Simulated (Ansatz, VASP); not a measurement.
# Ba: VASP beside Ansatz

```
Ba
1.0
     6.99607    0.00000    0.00000
    -3.49803    6.05877    0.00000
     0.00000    0.00000    3.90939
Ba
2
Cartesian
  0.0000 4.0392 1.9547
  3.4980 2.0196 1.9547
```

Alike in both runs: task single point; functional PBEsol; k mesh 4 × 4 × 6; occupations methfessel-paxton of order 1, width 0.05 eV; no spin polarisation.

|  | VASP | Ansatz |
| --- | --- | --- |
| version | VASP 6.6.1 | Ansatz 0.2.0 |
| potentials or method | VASP PAW PBE potentials, release 64 (Ba_sv) | plane waves, PAW |
| plane-wave cutoff (eV) | 520 | 420 |
| valence electrons in the cell | 20 | 20 |

VASP gave:

```
pressure (GPa)                                                : -0.1
traceless stress, the component that is largest in VASP (GPa) : -0.10
```

**Question.** Which values does Ansatz return?

**Answer.** Pressure (GPa): -0.1; traceless stress, the component that is largest in VASP (GPa): -0.13.

VASP's potentials were made for PBE, not for PBEsol. The functional is the same, so the differences come from potentials, cutoffs and numerics.

Spin-orbit coupling is off throughout.
